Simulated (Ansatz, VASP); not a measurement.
Al2Zn in VASP and in Ansatz

```
CELL_PARAMETERS angstrom
2.84195 0.00000 0.00000
-1.42098 2.46120 0.00000
0.00000 0.00000 7.00352
ATOMIC_POSITIONS crystal
Al 0.33333 0.66667 0.32822
Al 0.66667 0.33333 0.67178
Zn 0.00000 0.00000 0.00000
```

Alike in both runs: task single point; functional LDA; k mesh 18 × 18 × 8; occupations gaussian, width 0.15 eV; no spin polarisation.

|  | VASP | Ansatz |
| --- | --- | --- |
| version | VASP 6.6.1 | Ansatz 0.2.0 |
| potentials or method | VASP PAW LDA potentials, release 64 (Al, Zn), cutoff 520 eV | scalar-relativistic, plane waves, PAW |
| valence electrons in the cell | 18 | 18 |

```csv
,VASP,Ansatz,Ansatz less VASP
gap on the k mesh at the Fermi level (eV),none,none,-
pressure (GPa),-5.4,-5.6,-0.22
"traceless stress, the component that is largest in VASP (GPa)",-0.15,-0.16,-0.010
rms of the force components (eV/Å),0.010,0.014,+0.0039
```

LDA's correlation is that of Perdew and Zunger in VASP and of Perdew and Wang (1992) in Ansatz. Atom by atom the forces differ by 0.004 eV/Å (rms over components). A gap of «none» marks a metal or a gap that the smearing closes.
